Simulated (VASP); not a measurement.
# KF (Fmmm) in VASP: a series of runs, part 2 of 2

VASP 6.6.1. Earlier steps stand in the parts before.

### 3 Single point, LDA (normal strain along x -0.0525, normal strain along z +0.0750)

Contents of INCAR:

```
PREC = Accurate ; ENCUT = 520
EDIFF = 1E-6 ; ISMEAR = 0
SIGMA = 0.05 ; LREAL = False
LASPH = True ; NELM = 60
ALGO = Normal ; ISIF = 2
LWAVE = False ; LCHARG = False
GGA = CA ; NBANDS = 15
```

Contents of KPOINTS:

```
Automatic mesh
0
Gamma
  8 8 8
```

Contents of POSCAR:

```
KF
1.0
    0.0000000000      2.5817196783      2.7753486542
    2.4461793952      0.0000000000      2.7753486542
    2.4461793952      2.5817196783      0.0000000000
K F
1 1
Direct
    0.0000000000      0.0000000000      0.0000000000
    0.5000000000      0.5000000000      0.5000000000
```

Potentials or basis: VASP PAW LDA potentials, release 64 (K_sv, F).

Launch:

```bash
> cat potpaw_LDA.64/K_sv/POTCAR potpaw_LDA.64/F/POTCAR > POTCAR
> mpirun -np 1 vasp_std > vasp.out
```

OUTCAR:

```text
PREC = Accurate
   ENCUT = 520
   EDIFF = 1E-6
   ISMEAR = 0
   LREAL = False
   LASPH = True
   NELM = 60
   ISIF = 2
   GGA = CA

 ion  position               nearest neighbor table
   1  0.000  0.000  0.000-   2 2.45   2 2.45   2 2.58   2 2.58   2 2.78   2 2.78
   2  0.500  0.500  0.500-   1 2.45   1 2.45   1 2.58   1 2.58   1 2.78   1 2.78

  LATTYP: Found a face centered orthorhombic cell.
 ALAT       =     4.8923587904
 B/A-ratio  =     1.0554089710
 C/A-ratio  =     1.1345646438

  Lattice vectors:

 A1 = (   0.0000000000,   2.5817196783,   2.7753486542)
 A2 = (   2.4461793952,   0.0000000000,   2.7753486542)
 A3 = (   2.4461793952,   2.5817196783,   0.0000000000)

Analysis of symmetry for initial positions (statically):
=====================================================================
 Subroutine PRICEL returns:
 Original cell was already a primitive cell.

 Routine SETGRP: Setting up the symmetry group for a
 face centered orthorhombic supercell.

 Subroutine GETGRP returns: Found  8 space group operations
 (whereof  8 operations were pure point group operations)
 out of a pool of  8 trial point group operations.

[... 176 lines left out ...]
      6      -3.1027      2.00000
      7      -2.9934      2.00000
      8      -2.8157      2.00000
      9       3.1670      0.00000
     10       7.3722      0.00000
     11       7.8754      0.00000
     12       8.2072      0.00000
     13       9.1286      0.00000
     14      10.2792      0.00000
[... 401 lines left out ...]
      2     -21.3892      2.00000
      3     -12.0497      2.00000
      4     -11.8835      2.00000
      5     -11.8392      2.00000
      6      -3.7018      2.00000
      7      -3.3409      2.00000
      8      -3.2018      2.00000
      9       5.7282      0.00000
     10       6.7825      0.00000
     11       9.0511      0.00000
     12       9.5565      0.00000
     13      10.8067      0.00000
     14      11.3131      0.00000
     15      15.1570      0.00000

 [... further k-points ...]

------------------------ aborting loop because EDIFF is reached ----------------------------------------

  FORCE on cell =-STRESS in cart. coord.  units (eV):
  Direction    XX          YY          ZZ          XY          YZ          ZX
  --------------------------------------------------------------------------------------
  -------------------------------------------------------------------------------------
  Total        1.3248668      0.0313232     -0.8143071      0.0000000      0.0000000      0.0000000
  in kB       60.5533068      1.4316325    -37.2180698      0.0000000      0.0000000      0.0000000
  external PRESSURE =       8.2556232 kB  Pullay stress =       0.0000000 kB

 VOLUME and BASIS-vectors are now :
 -----------------------------------------------------------------------------
  energy-cutoff  :      520.00
  volume of cell :       35.05
      direct lattice vectors                 reciprocal lattice vectors
     0.000000000  2.581719678  2.775348654    -0.204400381  0.193669361  0.180157545
     2.446179395  0.000000000  2.775348654     0.204400381 -0.193669361  0.180157545
     2.446179395  2.581719678  0.000000000     0.204400381  0.193669361 -0.180157545

 POSITION                                       TOTAL-FORCE (eV/Angst)
 -----------------------------------------------------------------------------------
      0.00000      0.00000      0.00000        -0.000000      0.000000     -0.000000
      2.44618      2.58172      2.77535         0.000000     -0.000000      0.000000
 -----------------------------------------------------------------------------------
    total drift:                                0.000000      0.000000      0.000000

  FREE ENERGIE OF THE ION-ELECTRON SYSTEM (eV)
  ---------------------------------------------------
  free  energy   TOTEN  =        -9.0059438091 eV

  energy  without entropy=       -9.0059438091  energy(sigma->0) =       -9.00594381
```

Run time: 18 s. Hardware: 1 thread of Intel Xeon 6975P-C (Granite Rapids), shared host; peak memory 0.16 GiB.

Results:

| Quantity | Value |
| --- | --- |
| Free energy | -9.0059 eV |
| Pressure | 0.8 GPa |
| Band gap on the k mesh | 5.98 eV, indirect (least direct gap 5.98 eV) |

Stress tensor (GPa, compression positive):
```
 6.06  0.00  0.00
 0.00  0.14  0.00
 0.00  0.00 -3.72
```

Levels at points of the mesh, in eV from the valence-band top:
```
           k point  band 6  band 7  band 8  band 9  band 10  band 11
(0.00, 0.00, 0.00)   -0.29   -0.18   -0.01    5.98    10.18    10.69
(0.50, 0.00, 0.00)   -1.14   -0.66   -0.64    8.91    10.62    11.93
(0.50, 0.50, 0.00)   -0.51   -0.21   -0.02    8.04    10.47    11.26
(0.50, 0.00, 0.50)   -0.35   -0.31    0.00    7.84    10.37    11.92
(0.00, 0.50, 0.50)   -0.34   -0.19   -0.08    7.57    10.53    12.41
```

Caveat: the cell differs from its parent crystal (normal strain along x -0.0525, normal strain along z +0.0750). A k mesh can miss the band edges.

### 4 Single point, LDA (normal strain along x -0.0350, normal strain along z +0.1500)

Contents of INCAR:

```
  PREC = Accurate
  ENCUT = 520
  EDIFF = 1E-6
  ISMEAR = 0
  SIGMA = 0.05
  LREAL = F
  LASPH = T
  NELM = 100
  ALGO = Normal
  ISIF = 2
  LWAVE = F
  LCHARG = F
  NBANDS = 15
```

Contents of KPOINTS:

```
regular mesh
0
Gamma
  8 8 8
```

Contents of POSCAR:

```
KF
1.0
    0.0000000000      2.5817196783      2.9689776300
    2.4913594896      0.0000000000      2.9689776300
    2.4913594896      2.5817196783      0.0000000000
K F
1 1
Direct
    0.0000000000      0.0000000000      0.0000000000
    0.5000000000      0.5000000000      0.5000000000
```

Potentials or basis: VASP PAW LDA potentials, release 64 (K_sv, F).

Launch:

```bash
> cat potpaw_LDA.64/K_sv/POTCAR potpaw_LDA.64/F/POTCAR > POTCAR
> mpirun -np 1 vasp_std > vasp.out
```

OUTCAR:

```text
PREC = Accurate
   ENCUT = 520
   EDIFF = 1E-6
   ISMEAR = 0
   LREAL = F
   LASPH = T
   NELM = 100
   ISIF = 2

 ion  position               nearest neighbor table
   1  0.000  0.000  0.000-   2 2.49   2 2.49   2 2.58   2 2.58
   2  0.500  0.500  0.500-   1 2.49   1 2.49   1 2.58   1 2.58

  LATTYP: Found a face centered orthorhombic cell.
 ALAT       =     4.9827189792
 B/A-ratio  =     1.0362694300
 C/A-ratio  =     1.1917098445

  Lattice vectors:
[... 609 lines left out ...]
      7      -3.5539      2.00000
      8      -3.4484      2.00000
      9       4.8984      0.00000
     10       6.2517      0.00000
     11       8.4870      0.00000
     12       9.0096      0.00000
     13      10.1907      0.00000
     14      10.6969      0.00000
     15      13.8150      0.00000

 [... further k-points ...]
[... 5 lines left out ...]
  --------------------------------------------------------------------------------------
  -------------------------------------------------------------------------------------
  Total        0.4989314     -0.2394995     -1.2146158      0.0000000      0.0000000      0.0000000
  in kB       20.9299895    -10.0469159    -50.9526903      0.0000000      0.0000000      0.0000000
  external PRESSURE =     -13.3565389 kB  Pullay stress =       0.0000000 kB

 VOLUME and BASIS-vectors are now :
 -----------------------------------------------------------------------------
  energy-cutoff  :      520.00
  volume of cell :       38.19
      direct lattice vectors                 reciprocal lattice vectors
     0.000000000  2.581719678  2.968977630    -0.200693638  0.193669361  0.168408140
     2.491359490  0.000000000  2.968977630     0.200693638 -0.193669361  0.168408140
     2.491359490  2.581719678  0.000000000     0.200693638  0.193669361 -0.168408140

 POSITION                                       TOTAL-FORCE (eV/Angst)
 -----------------------------------------------------------------------------------
      0.00000      0.00000      0.00000         0.000000     -0.000000     -0.000000
      2.49136      2.58172      2.96898        -0.000000      0.000000      0.000000
 -----------------------------------------------------------------------------------
    total drift:                                0.000000      0.000000      0.000000

  FREE ENERGIE OF THE ION-ELECTRON SYSTEM (eV)
  ---------------------------------------------------
  free  energy   TOTEN  =        -8.9548835948 eV

  energy  without entropy=       -8.9548835948  energy(sigma->0) =       -8.95488359
```

Run time: 37 s. Hardware: 1 thread of AMD EPYC 9R45 (Zen 5), shared host; peak memory 0.15 GiB.

Results:

| Item | Value |
| --- | --- |
| Free energy | -8.9549 eV |
| Pressure | -1.3 GPa |
| Band gap on the k mesh | 5.53 eV, direct |

Caveat: the cell differs from its parent crystal (normal strain along x -0.0350, normal strain along z +0.1500).

### 5 The runs side by side

| cell | gap on the mesh (eV) | pressure (GPa) |
| --- | --- | --- |
| a = 3.720, b = 3.658, c = 3.588 Å, angles 61.8, 60.0, 58.2°, 2 atoms | 6.21 | 0.7 |
| a = 3.790, b = 3.700, c = 3.557 Å, angles 62.9, 60.4, 56.7°, 2 atoms | 5.98 | 0.8 |
| a = 3.934, b = 3.876, c = 3.588 Å, angles 63.5, 61.8, 54.7°, 2 atoms | 5.53 | -1.3 |

Alike in all rows: task single point; level LDA; potentials or basis VASP PAW LDA potentials, release 64 (K_sv, F); no spin polarisation; k mesh 8 × 8 × 8; cutoff (eV) 520; smearing gaussian 0.05 eV.

Total energies depend on the potentials used, so only differences within one code and one set of settings carry meaning.
